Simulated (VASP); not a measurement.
# Se (P3_121) in VASP: a series of runs, part 3 of 3

VASP 6.6.1.

**6. Relaxation of cell and atoms, PBE, target pressure 2 GPa, at which the enthalpy is minimised**

This run uses another cell than the first one, of 29.26 Å³/atom, 1.553 times its volume.

File INCAR:

```
SYSTEM = Se
ALGO = Normal ; EDIFF = 1E-6
EDIFFG = -0.008 ; ENCUT = 600
GGA = PE ; IBRION = 2
ISIF = 3 ; ISMEAR = 0
LASPH = .True. ; LCHARG = .False.
LREAL = .False. ; LWAVE = .False.
NELM = 100 ; NSW = 70
PREC = Accurate ; PSTRESS = 20.0
SIGMA = 0.02
```

File KPOINTS:

```
k-points
0
Gamma
  6 6 6
  0 0 0
```

File POSCAR:

```
Se
1.0
    4.4968846641      0.0000000000      0.0000000000
   -2.2484423321      3.8944163570      0.0000000000
    0.0000000000      0.0000000000      5.0115220427
Se
3
Direct
    0.2185979062      0.0000000000      0.3333333333
    0.0000000000      0.2185979062      0.6666666667
    0.7814020938      0.7814020938      0.0000000000
```

Potentials or basis: VASP PAW PBE potentials, release 64 (Se).

Started as:

```console
$ cat potpaw_PBE.64/Se/POTCAR > POTCAR
$ mpirun -np 1 vasp_std > vasp.out
```

OUTCAR:

```text
SYSTEM = Se
   EDIFF = 1E-6
   EDIFFG = -0.008
   ENCUT = 600
   GGA = PE
   IBRION = 2
   ISIF = 3
   ISMEAR = 0
   LASPH = .True.
   LREAL = .False.
   NELM = 100
   NSW = 70
   PREC = Accurate
   PSTRESS = 20.0

 ion  position               nearest neighbor table
   1  0.219  0.000  0.333-   3 2.39   2 2.39
   2  0.000  0.219  0.667-   3 2.39   1 2.39
   3  0.781  0.781  0.000-   1 2.39   2 2.39

  LATTYP: Found a hexagonal cell.
 ALAT       =     4.4968846641
 C/A-ratio  =     1.1144430905

  Lattice vectors:

 A1 = (   4.4968846641,   0.0000000000,   0.0000000000)
 A2 = (  -2.2484423321,   3.8944163570,   0.0000000000)
 A3 = (   0.0000000000,   0.0000000000,   5.0115220427)

Analysis of symmetry for initial positions (statically):
=====================================================================
 Subroutine PRICEL returns:
 Original cell was already a primitive cell.

 Routine SETGRP: Setting up the symmetry group for a
 hexagonal supercell.

 Subroutine GETGRP returns: Found  6 space group operations
 (whereof  2 operations were pure point group operations)
 out of a pool of 24 trial point group operations.

The static configuration has the point symmetry C_2 .
 The point group associated with its full space group is D_3 .

Analysis of symmetry for dynamics (positions and initial velocities):
=====================================================================
 Subroutine PRICEL returns:
 Original cell was already a primitive cell.

 Routine SETGRP: Setting up the symmetry group for a
 hexagonal supercell.

 Subroutine GETGRP returns: Found  6 space group operations
 (whereof  2 operations were pure point group operations)
 out of a pool of 24 trial point group operations.

The dynamic configuration has the point symmetry C_2 .
 The point group associated with its full space group is D_3 .

 Subroutine INISYM returns: Found  6 space group operations
 (whereof  2 operations are pure point group operations),
[... 142 lines left out ...]
  ---------------------------------------------------
  ext. energy  EPLUGINS =         0.00000000
  ---------------------------------------------------
  free energy    TOTEN  =       -10.50460188 eV

  energy without entropy =      -10.50460188  energy(sigma->0) =      -10.50460188

------------------------ aborting loop because EDIFF is reached ----------------------------------------

  FORCE on cell =-STRESS in cart. coord.  units (eV):
  Direction    XX          YY          ZZ          XY          YZ          ZX
  --------------------------------------------------------------------------------------
  -------------------------------------------------------------------------------------
  Total        0.4633227      0.4633227      0.8012899     -0.0000000      0.0000000     -0.0000000
  in kB        8.4580518      8.4580518     14.6277148     -0.0000000      0.0000000     -0.0000000
  external PRESSURE =      -9.4853938 kB  Pullay stress =      20.0000000 kB
[... 100 lines left out ...]
  energy  without entropy=      -10.4356853470  energy(sigma->0) =      -10.43568535

  enthalpy is  TOTEN    =        -9.4464937704 eV   P V=        0.9891915765

[... ionic steps 4 to 18 ...]

--------------------------------------- Ionic step       19  -------------------------------------------

 number of electron      18.0000000 magnetization

------------------------ aborting loop because EDIFF is reached ----------------------------------------
[... 73 lines left out ...]
--------------------------------------- Ionic step       21  -------------------------------------------

 number of electron      18.0000000 magnetization

 Free energy of the ion-electron system (eV)
  ---------------------------------------------------
  ext. energy  EPLUGINS =         0.00000000
  ---------------------------------------------------
  free energy    TOTEN  =       -10.44566880 eV

  energy without entropy =      -10.44566880  energy(sigma->0) =      -10.44566880

 E-fermi :   3.5432     XC(G=0):  -9.3194

 val. band max:        3.4175511600   @ k =   0.3333   0.3333   0.5000
 cond. band min:       4.0303060604   @ k =   0.3333   0.3333   0.5000
 fundamental gap:      0.6127549004
 Fermi energy:         3.5431578173

 k-point     1 :       0.0000    0.0000    0.0000
  band No.  band energies     occupation
      1     -12.4086      2.00000
      2      -8.4046      2.00000
      3      -8.4046      2.00000
      4      -0.1779      2.00000
      5      -0.0283      2.00000
      6      -0.0283      2.00000
      7       1.5908      2.00000
      8       1.5908      2.00000
      9       2.9629      2.00000
     10       4.9578      0.00000
     11       4.9578      0.00000
     12       5.5055      0.00000
     13       9.8882      0.00000
[... 354 lines left out ...]
  band No.  band energies     occupation
      1     -11.4972      2.00000
      2     -10.2226      2.00000
      3      -7.1759      2.00000
      4      -1.7765      2.00000
      5      -1.1274      2.00000
      6      -0.1677      2.00000
      7       0.9872      2.00000
      8       2.2479      2.00000
      9       2.7598      2.00000
     10       4.7970      0.00000
     11       5.5817      0.00000
     12       6.2499      0.00000
     13       9.4427      0.00000

 [... further k-points ...]
[... 5 lines left out ...]
  --------------------------------------------------------------------------------------
  -------------------------------------------------------------------------------------
  Total        0.9399183      0.9399183      0.9355086     -0.0000000      0.0000000     -0.0000000
  in kB       20.0448356     20.0448356     19.9507938     -0.0000000      0.0000000     -0.0000000
  external PRESSURE =       0.0134883 kB  Pullay stress =      20.0000000 kB
[... 22 lines left out ...]
  energy  without entropy=      -10.4456688023  energy(sigma->0) =      -10.44566880

  enthalpy is  TOTEN    =        -9.5078528390 eV   P V=        0.9378159633

 reached required accuracy - stopping structural energy minimisation
```

OSZICAR:

```text
N       E                     dE             d eps       ncg     rms          rms(c)
DAV:   1     0.953013113556E+02    0.95301E+02   -0.77168E+03   884   0.127E+03
DAV:   2    -0.341279145757E+01   -0.98714E+02   -0.94350E+02  1191   0.182E+02
DAV:   3    -0.105153728589E+02   -0.71026E+01   -0.70585E+01  1064   0.567E+01
[... 161 lines left out ...]
DAV:   1    -0.104468227542E+02   -0.60747E-02   -0.30021E-02   884   0.107E+00    0.171E-01
DAV:   2    -0.104459716688E+02    0.85109E-03   -0.11176E-03   894   0.217E-01    0.869E-02
DAV:   3    -0.104456675029E+02    0.30417E-03   -0.95846E-04   884   0.174E-01    0.230E-02
DAV:   4    -0.104456686227E+02   -0.11199E-05   -0.13743E-05   939   0.272E-02    0.118E-02
DAV:   5    -0.104456688023E+02   -0.17959E-06   -0.26949E-06   834   0.111E-02
  21 F= -.95078528E+01 E0= -.95078528E+01  d E =-.489296E-04
```

CONTCAR:

```text
Se
   1.00000000000000
     4.1169827844819604   -0.0000000000155958    0.0000000000000000
    -2.0584913923002626    3.5654116783134580   -0.0000000000000000
     0.0000000000000000    0.0000000000000000    5.1181083313928522
  Se
     3
Direct
     0.2441238915715157    0.0000000000000049    0.3333333332999970
     0.0000000000000024    0.2441238915715107    0.6666666667000030
     0.7558761084284819    0.7558761084284844    0.0000000000000000

  0.00000000E+00  0.00000000E+00  0.00000000E+00
  0.00000000E+00  0.00000000E+00  0.00000000E+00
  0.00000000E+00  0.00000000E+00  0.00000000E+00
```

It took 6 min on 1 thread of Intel Xeon 6975P-C, shared host; peak memory 0.24 GiB.

Results:

```yaml
Free_energy: -10.4457 eV
Relaxed_volume: 25.04 Å³/atom
Relaxed_cell: a = 4.117 Å, b = 4.117 Å, c = 5.118 Å, α = 90.00°, β = 90.00°, γ = 120.00°
Space_group_after_relaxing_to_0.05_Å: P3_121 (No. 152)
Energy_change_on_relaxing_the_enthalpy_is_what_falls: +19.6 meV/atom
Ionic_steps: 21
Pressure_after_relaxing: 2.0 GPa
Band_gap_on_the_k_mesh: 0.61 eV, direct
```

Forces in eV/Å, atoms in the order of the input:
```
Se   0.002  0.000  0.000
Se  -0.001  0.002  0.000
Se  -0.001 -0.002  0.000
```

Step by step:
| step | energy change (eV) | largest force (eV/Å) | pressure (GPa) | volume (Å³) |
| --- | --- | --- | --- | --- |
| 1 | 0.0000 | 0.2214 | 1.05 | 87.77 |
| 2 | 0.0085 | 0.2992 | 1.67 | 85.58 |
| 3 | 0.0689 | 0.5589 | 4.11 | 79.24 |
| 4 | 0.0688 | 0.5311 | 4.09 | 78.92 |
| 5 | 0.0700 | 0.4537 | 4.03 | 77.94 |
| 6 | 0.0799 | 0.3193 | 4.04 | 75.99 |
| 7 | 0.1286 | 0.1208 | 4.59 | 72.17 |
| 8 | 0.1003 | 0.2129 | 4.26 | 74.02 |
| 9 | 0.0787 | 0.1104 | 3.38 | 74.85 |
| 10 | 0.0462 | 0.1157 | 1.47 | 76.84 |
| 11 | 0.0506 | 0.0736 | 1.82 | 76.46 |
| 12 | 0.0496 | 0.0632 | 1.83 | 76.44 |
| 13 | 0.0474 | 0.0332 | 1.86 | 76.40 |
| 14 | 0.0459 | 0.0283 | 1.91 | 76.30 |
| 15 | 0.0461 | 0.0436 | 1.92 | 76.27 |
| 16 | 0.0472 | 0.0368 | 1.91 | 76.16 |
| 17 | 0.0508 | 0.0174 | 1.90 | 75.82 |
| 18 | 0.0589 | 0.0187 | 1.89 | 75.13 |
| 19 | 0.0572 | 0.0110 | 1.89 | 75.27 |
| 20 | 0.0639 | 0.0354 | 2.32 | 74.76 |
| 21 | 0.0589 | 0.0020 | 2.00 | 75.13 |

Final structure:
```cif
data_structure
_symmetry_space_group_name_H-M 'P 1'
_symmetry_Int_Tables_number 1
_cell_length_a 4.1170
_cell_length_b 4.1170
_cell_length_c 5.1181
_cell_angle_alpha 90.000
_cell_angle_beta 90.000
_cell_angle_gamma 120.000
_cell_volume 75.13
loop_
_atom_site_label
_atom_site_type_symbol
_atom_site_fract_x
_atom_site_fract_y
_atom_site_fract_z
_atom_site_occupancy
Se1 Se 0.24412 0.00000 0.33333 1
Se2 Se 0.00000 0.24412 0.66667 1
Se3 Se 0.75588 0.75588 0.00000 1
```

Caveat: the cell is relaxed towards a set pressure, so the enthalpy falls and the energy may rise. A k mesh can miss the band edges.

**7. Overview**

```csv
task,cell,k mesh,cutoff (eV),smearing,gap on the mesh (eV),pressure (GPa),largest force (eV/Å)
single point,"a = 3.563, b = 3.563, c = 5.140 Å, angles 90.0, 90.0, 120.0°, 3 atoms",12 × 12 × 8,520,gaussian 0.01 eV,none,20.2,0.01
relaxation of cell and atoms,"relaxed from a = 4.366, b = 4.366, c = 4.954 Å, angles 90.0, 90.0, 120.0°, 3 atoms",6 × 6 × 6,600,gaussian 0.02 eV,1.02,0.0,-
single point,"a = 3.748, b = 3.748, c = 5.153 Å, angles 90.0, 90.0, 120.0°, 3 atoms",12 × 12 × 8,520,gaussian 0.01 eV,0.04,10.1,0.02
relaxation of cell and atoms,"relaxed to 2 GPa from a = 4.497, b = 4.497, c = 5.012 Å, angles 90.0, 90.0, 120.0°, 3 atoms",6 × 6 × 6,600,gaussian 0.02 eV,0.61,2.0,-
```

Alike in all rows: level PBE; potentials or basis VASP PAW PBE potentials, release 64 (Se); no spin polarisation.

Caveats: the cell is relaxed towards a set pressure, so the enthalpy falls and the energy may rise (some runs).

Total energies depend on the potentials used, so only differences within one code and one set of settings carry meaning.
